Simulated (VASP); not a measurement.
# NaH: electric field gradients with PBEsol

Crystal: NaH.

```
Na H
1.0
     0.00000    2.48880    2.44000
     2.48880    0.00000    2.44000
     2.48880    2.48880    0.00000
Na H
1 1
Direct
  0.00000 0.00000 0.00000
  0.50000 0.50000 0.50000
```

This cell differs from its parent crystal: equal xx and yy strain of +2 %.

| Property | Result |
| --- | --- |
| Program | VASP 6.6.1 |
| Task | electric field gradients |
| Functional | PBEsol |
| Potentials or basis | VASP PAW PBE potentials, release 64 (Na_pv, H) |
| Cutoff | 520 eV |
| k mesh | 9 × 9 × 9 |
| Occupations | fermi-dirac, width 0.03 eV |
| Spin | no spin polarisation |
| Dipole correction | no |
| Further INCAR settings | ALGO = Normal; EDIFF = 1e-08; NBANDS = 11 |

```
Pressure               : -1.9 GPa
Band gap on the k mesh : 3.72 eV, indirect (least direct gap 4.46 eV)
```

Stress tensor (GPa, compression positive):
```
-2.06  0.00  0.00
 0.00 -2.06  0.00
 0.00  0.00 -1.60
```

Levels at points of the mesh, in eV from the valence-band top:
```csv
k point,band 1,band 2,band 3,band 4,band 5,band 6,band 7,band 8
"(0.00, 0.00, 0.00)",-22.09,-22.09,-22.08,-3.50,9.85,14.90,14.90,15.00
```

Electric field gradients, principal values (V/Å²):
```
atom   least  middle  greatest (by size)
1 Na   0.855   0.859              -1.714
 2 H  -0.092  -0.093               0.184
```

Wall time 26 s on 1 thread of Intel(R) Xeon(R) Platinum 8488C (Sapphire Rapids), with other jobs on the host, peak memory 0.15 GiB.

Caveat: the cell differs from its parent crystal (equal xx and yy strain of +2 %); without QUAD_EFG the Cq values of the log hold for a quadrupole moment of 1 mb, not for the nuclei; the PAW data sets were made with another functional, which shifts forces and pressure a little. A k mesh can miss the band edges.
